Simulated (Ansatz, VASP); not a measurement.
# MgO: VASP beside Ansatz

The input INCAR:

```
SYSTEM = MgO
PREC = Accurate ; ENCUT = 520
EDIFF = 1E-6 ; ISMEAR = 0
SIGMA = 0.01 ; LREAL = .False.
LASPH = .True. ; NELM = 60
ALGO = Normal ; ISIF = 2
LWAVE = .False. ; LCHARG = .False.
GGA = RP ; NBANDS = 11
```

File KPOINTS:

```
Automatic mesh
0
Gamma
  8 8 8
  0 0 0
```

The input POSCAR:

```
MgO
1.0
    2.9818690000      0.0000000000      0.0000000000
    1.4909345000      2.5823743048      0.0000000000
    1.4909345000      0.8607914349      2.4346858433
Mg O
1 1
Direct
    0.0000000000      0.0000000000      0.0000000000
    0.5000000000      0.5000000000      0.5000000000
```

Input for Ansatz:

```yaml
crystal:
  lattice:
    a: 2.981869
    b: 2.981869
    c: 2.981869
    alpha: 60.0
    beta: 60.0
    gamma: 60.0
  atoms:
    - { symbol: Mg, position: [0.0, 0.0, 0.0] }
    - { symbol: O, position: [0.5, 0.5, 0.5] }
basis:
  ecutwfc: 462.593566181796
kpoints:
  mp_grid:
    grid: [8, 8, 8]
hamiltonian:
  xc: rpbe
scf:
  occupations:
    method: fixed
output:
  stress: true
```

Alike in both runs: task single point; functional RPBE; k mesh 8 × 8 × 8; no spin polarisation.

|  | VASP | Ansatz |
| --- | --- | --- |
| version | VASP 6.6.1 | Ansatz 0.2.0 |
| potentials or method | VASP PAW PBE potentials, release 64 (Mg, O), cutoff 520 eV | plane waves, PAW |
| occupations | gaussian, width 0.01 eV | fixed |
| valence electrons in the cell | 8 | 16 |

Ansatz gave:

```
pressure (GPa) : 9.0
```

Q: What did VASP give for the same quantities?

A: Pressure (GPa): 8.0.

VASP's potentials were made for PBE, not for RPBE. VASP's potentials hold 8 valence electrons a cell and Ansatz's 16, so a difference there can come from the potentials and not from the codes.
